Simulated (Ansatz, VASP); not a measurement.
## WS2 in VASP and in Ansatz

```
S W
1.0
     3.15955    0.00000    0.00000
    -1.57977    2.73625    0.00000
     0.00000    0.00000   23.80426
S W
4 2
Direct
  0.33333 0.66667 0.18904
  0.33333 0.66667 0.32146
  0.66667 0.66667 0.45631
  0.66667 0.66667 0.58873
  0.66667 0.33333 0.25525
  0.33333 0.00000 0.52252
```

Alike in both runs: task single point; functional PBE; dispersion D3(BJ); k mesh 9 × 9 × 1; occupations gaussian, width 0.05 eV; no spin polarisation.

|  | VASP | Ansatz |
| --- | --- | --- |
| version | VASP 6.6.1 | Ansatz 0.2.0 |
| potentials or method | VASP PAW PBE potentials, release 64 (S, W_sv), cutoff 520 eV | scalar-relativistic, plane waves, PAW |
| valence electrons in the cell | 52 | 52 |

|  | VASP | Ansatz | Ansatz less VASP |
| --- | --- | --- | --- |
| gap on the k mesh at the Fermi level (eV) | 1.60 | 1.59 | -0.010 |
| least direct gap on the mesh (eV) | 1.90 | 1.90 | -0.003 |
| rms of the force components (eV/Å) | 0.028 | 0.028 | +0.0006 |

Spin-orbit coupling is off throughout.
